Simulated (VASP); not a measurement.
# Al2Ga3As5 (I-4m2) in VASP: single point with PBE

Aim: the single point of Al2Ga3As5 with PBE.

Everything below comes from runs of VASP 6.6.1. Logs are shortened: lines on timing, memory, paths and dates and some standing lists are left out, and cuts for length are marked.

## 1. The cell of the first run

The structure is tetragonal, space group I-4m2 (No. 119). Conventional cell: a = 3.878 Å, b = 3.878 Å, c = 27.423 Å, α = 90.00°, β = 90.00°, γ = 90.00°. Within 3.1 Å of Al (site symmetry 2mm) lie 4 As at 2.37 Å. Ga (site symmetry 2mm) has 4 As at 2.37 Å within 3.1 Å. Within 3.1 Å of Ga (site symmetry -4m2) lie 4 As at 2.37 Å. As (site symmetry 2mm) has 2 Al at 2.37 Å and 2 Ga at 2.37 Å within 3.1 Å. As (site symmetry 2mm) has 4 Ga at 2.37 Å within 3.1 Å. Within 3.1 Å of As (site symmetry -4m2) lie 4 Al at 2.37 Å.

## 2. Single point, PBE

Contents of INCAR:

```
SYSTEM = Al2Ga3As5
ALGO = Normal
EDIFF = 1E-7
ENCUT = 520
GGA = PE
ISIF = 2
ISMEAR = 0
LASPH = .True.
LCHARG = .False.
LREAL = .False.
LWAVE = .False.
NBANDS = 46
NELM = 80
PREC = Accurate
SIGMA = 0.1
```

Contents of KPOINTS:

```
k-points
0
Gamma
  6 6 6
  0 0 0
```

Contents of POSCAR:

```
Al2Ga3As5
1.0
   -1.9391340000      1.9391340000     13.7117480400
    1.9391340000     -1.9391340000     13.7117480400
    1.9391340000      1.9391340000    -13.7117480400
Al Ga As
2 3 5
Direct
    0.7000000000      0.7000000000      0.0000000000
    0.3000000000      0.3000000000      0.0000000000
    0.9000000000      0.9000000000      0.0000000000
    0.5000000000      0.5000000000      0.0000000000
    0.1000000000      0.1000000000      0.0000000000
    0.3500000000      0.8500000000      0.5000000000
    0.9500000000      0.4500000000      0.5000000000
    0.5500000000      0.0500000000      0.5000000000
    0.1500000000      0.6500000000      0.5000000000
    0.7500000000      0.2500000000      0.5000000000
```

Potentials or basis: VASP PAW PBE potentials, release 64 (Al, Ga_d, As).

Command:

```sh
$ cat potpaw_PBE.64/Al/POTCAR potpaw_PBE.64/Ga_d/POTCAR potpaw_PBE.64/As/POTCAR > POTCAR
$ mpirun -np 1 vasp_std > vasp.out
```

OUTCAR:

```text
SYSTEM = Al2Ga3As5
   EDIFF = 1E-7
   ENCUT = 520
   GGA = PE
   ISIF = 2
   ISMEAR = 0
   LASPH = .True.
   LREAL = .False.
   NELM = 80
   PREC = Accurate

 ion  position               nearest neighbor table
   1  0.700  0.700  0.000-  10 2.37  10 2.37   9 2.37   9 2.37
   2  0.300  0.300  0.000-  10 2.37  10 2.37   6 2.37   6 2.37
   3  0.900  0.900  0.000-   6 2.37   6 2.37   7 2.37   7 2.37
   4  0.500  0.500  0.000-   8 2.37   7 2.37   8 2.37   7 2.37
   5  0.100  0.100  0.000-   9 2.37   9 2.37   8 2.37   8 2.37
   6  0.350  0.850  0.500-   3 2.37   3 2.37   2 2.37   2 2.37
   7  0.950  0.450  0.500-   4 2.37   4 2.37   3 2.37   3 2.37
   8  0.550  0.050  0.500-   4 2.37   4 2.37   5 2.37   5 2.37
   9  0.150  0.650  0.500-   5 2.37   5 2.37   1 2.37   1 2.37
  10  0.750  0.250  0.500-   2 2.37   1 2.37   2 2.37   1 2.37

  LATTYP: Found a body centered tetragonal cell.
 ALAT       =     3.8782680000
 C/A-ratio  =     7.0710678272

  Lattice vectors:

 A1 = (  -1.9391340000,   1.9391340000,  13.7117480400)
 A2 = (   1.9391340000,  -1.9391340000,  13.7117480400)
 A3 = (   1.9391340000,   1.9391340000, -13.7117480400)

Analysis of symmetry for initial positions (statically):
=====================================================================
 Subroutine PRICEL returns:
 Original cell was already a primitive cell.

 Routine SETGRP: Setting up the symmetry group for a
 body centered tetragonal supercell.

 Subroutine GETGRP returns: Found  8 space group operations
 (whereof  8 operations were pure point group operations)
 out of a pool of 16 trial point group operations.

The static configuration has the point symmetry D_2d.

Analysis of symmetry for dynamics (positions and initial velocities):
=====================================================================
 Subroutine PRICEL returns:
 Original cell was already a primitive cell.

 Routine SETGRP: Setting up the symmetry group for a
 body centered tetragonal supercell.

 Subroutine GETGRP returns: Found  8 space group operations
 (whereof  8 operations were pure point group operations)
 out of a pool of 16 trial point group operations.

The dynamic configuration has the point symmetry D_2d.

 Subroutine INISYM returns: Found  8 space group operations
 (whereof  8 operations are pure point group operations),
[... 111 lines left out ...]
   NELM   =     80;   NELMIN=  2; NELMDL= -5     # of ELM steps
   EDIFF  = 0.1E-06   stopping-criterion for ELM
   LREAL  =      F    real-space projection
   EDIFFG = 0.1E-05   stopping-criterion for IOM
   NSW    =      0    number of steps for IOM
   IBRION =     -1    ionic relax: 0-MD 1-quasi-New 2-CG
   NFREE  =      0    steps in history (QN), initial steepest desc. (CG)
   ISIF   =      2    stress and relaxation
   ISYM   =      2    0-nonsym 1-usesym 2-fastsym
   POTIM  = 0.5000    time-step for ionic-motion
   TEBEG  =    0.0;   TEEND  =   0.0 temperature during run
   PSTRESS=    0.0 pullay stress
   NELECT =      70.0000    total number of electrons
   NUPDOWN=      -1.0000    fix difference up-down
   EMIN   =  10.00;   EMAX   =-10.00  energy-range for DOS
   EFERMI =   0.00;   METHOD = LEGACY
   ISMEAR =     0;   SIGMA  =   0.10  broadening in eV -4-tet -1-fermi 0-gaus
   EFERMI_NEDOS =   21; number of points for ismear=-14 and -15
   IALGO  =     38    algorithm
   IMIX   =      4    mixing-type and parameters
     AMIX     =   0.40;   BMIX     =  1.00
     AMIX_MAG =   1.60;   BMIX_MAG =  1.00
  volume/ion in A,a.u.               =      20.62       139.18
  Fermi-wavevector in a.u.,A,eV,Ry     =   1.141961  2.157994 17.743024  1.304075
  Thomas-Fermi vector in A             =   2.278660
   LORBIT       =      0    0 simple, 1 ext, 2 COOP (PROOUT), +10 PAW based schemes
   GGA     = PE    functional components
   LHFCALC =     F    Hartree Fock is set to
   AEXX    =    0.0000 exact exchange contribution
   IVDW    =     0    specifies the selected vdW correction
   LEPSILON=     F    determine dielectric tensor
   LRPA    =     F    only Hartree local field effects (RPA)
 non-spin polarized calculation
 Gauss-broadening in eV      SIGMA  =   0.10
  energy-cutoff  :      520.00
  volume of cell :      206.24
 maximum number of plane-waves:      5586
 NGX is ok and might be reduce to   108
   NGX = 51   NGY = 51   NGZ = 51

 number of electron      70.0000011 magnetization

 Free energy of the ion-electron system (eV)
  ---------------------------------------------------
  ext. energy  EPLUGINS =         0.00000000
  ---------------------------------------------------
  free energy    TOTEN  =       -42.55141950 eV

  energy without entropy =      -42.55141950  energy(sigma->0) =      -42.55141950

 E-fermi :   5.2438     XC(G=0):  -9.7683

 val. band max:        4.8149392539   @ k =   0.0000   0.0000   0.0000
 cond. band min:       6.0003957951   @ k =   0.0000   0.0000   0.0000
 fundamental gap:      1.1854565412
 Fermi energy:         5.2437694006

 k-point     1 :       0.0000    0.0000    0.0000
  band No.  band energies     occupation
      1     -10.1294      2.00000
      2     -10.0942      2.00000
      3     -10.0217      2.00000
      4      -9.9905      2.00000
      5      -9.9905      2.00000
      6      -9.9772      2.00000
[... 1165 lines left out ...]
     45       9.1439      0.00000
     46       9.3449      0.00000

 [... further k-points ...]
[... 5 lines left out ...]
  --------------------------------------------------------------------------------------
  -------------------------------------------------------------------------------------
  Total       15.5125155     15.5125155     15.2003609      0.0000000      0.0000000      0.0000000
  in kB      120.5103515    120.5103515    118.0853508      0.0000000      0.0000000      0.0000000
  external PRESSURE =     119.7020179 kB  Pullay stress =       0.0000000 kB

 VOLUME and BASIS-vectors are now :
 -----------------------------------------------------------------------------
  energy-cutoff  :      520.00
  volume of cell :      206.24
      direct lattice vectors                 reciprocal lattice vectors
    -1.939134000  1.939134000 13.711748040     0.000000000  0.257847060  0.036465081
     1.939134000 -1.939134000 13.711748040     0.257847060  0.000000000  0.036465081
     1.939134000  1.939134000-13.711748040     0.257847060  0.257847060  0.000000000

 POSITION                                       TOTAL-FORCE (eV/Angst)
 -----------------------------------------------------------------------------------
      0.00000      0.00000     19.19645         0.000000     -0.000000     -0.026967
      0.00000      0.00000      8.22705         0.000000     -0.000000      0.026967
      0.00000      0.00000     24.68115        -0.000000      0.000000      0.036794
      0.00000      0.00000     13.71175         0.000000     -0.000000      0.000000
      0.00000      0.00000      2.74235        -0.000000      0.000000     -0.036794
      1.93913     -0.00000      9.59822        -0.000000     -0.000000     -0.088073
      0.00000      1.93913     12.34057         0.000000     -0.000000      0.010811
     -0.00000      1.93913      1.37117         0.000000     -0.000000     -0.010811
      1.93913      0.00000      4.11352         0.000000      0.000000      0.088073
      0.00000      1.93913      6.85587         0.000000     -0.000000     -0.000000
 -----------------------------------------------------------------------------------
    total drift:                               -0.000001      0.000001      0.000000

  FREE ENERGIE OF THE ION-ELECTRON SYSTEM (eV)
  ---------------------------------------------------
  free  energy   TOTEN  =       -42.5514195036 eV

  energy  without entropy=      -42.5514195036  energy(sigma->0) =      -42.55141950
```

stdout:

```text
POSCAR found type information on POSCAR AlGaAs
 POSCAR found :  3 types and      10 ions
 scaLAPACK will be used
 LDA part: xc-table for (Slater+PW92), standard interpolation
 POSCAR, INCAR and KPOINTS ok, starting setup
 FFT: planning ... GRIDC
 FFT: planning ... GRID_SOFT
 FFT: planning ... GRID
 WAVECAR not read
 entering main loop
```

It took 1.6 h on 1 thread of Intel Xeon Platinum 8488C (Sapphire Rapids), shared host; peak memory 1.9 GiB.

Results:

- Free energy: -42.5514 eV
- Pressure: 12.0 GPa
- Largest force: 0.088 eV/Å
- Band gap on the k mesh: 1.19 eV

Forces in eV/Å, atoms in the order of the input:
```
Al   0.000  0.000 -0.027
Al   0.000  0.000  0.027
Ga   0.000  0.000  0.037
Ga   0.000  0.000  0.000
Ga   0.000  0.000 -0.037
As   0.000  0.000 -0.088
As   0.000  0.000  0.011
As   0.000  0.000 -0.011
As   0.000  0.000  0.088
As   0.000  0.000  0.000
```

Stress tensor (GPa, compression positive):
```
12.05  0.00  0.00
 0.00 12.05  0.00
 0.00  0.00 11.81
```

Caveat: the cell stands under pressure. A k mesh can miss the band edges.
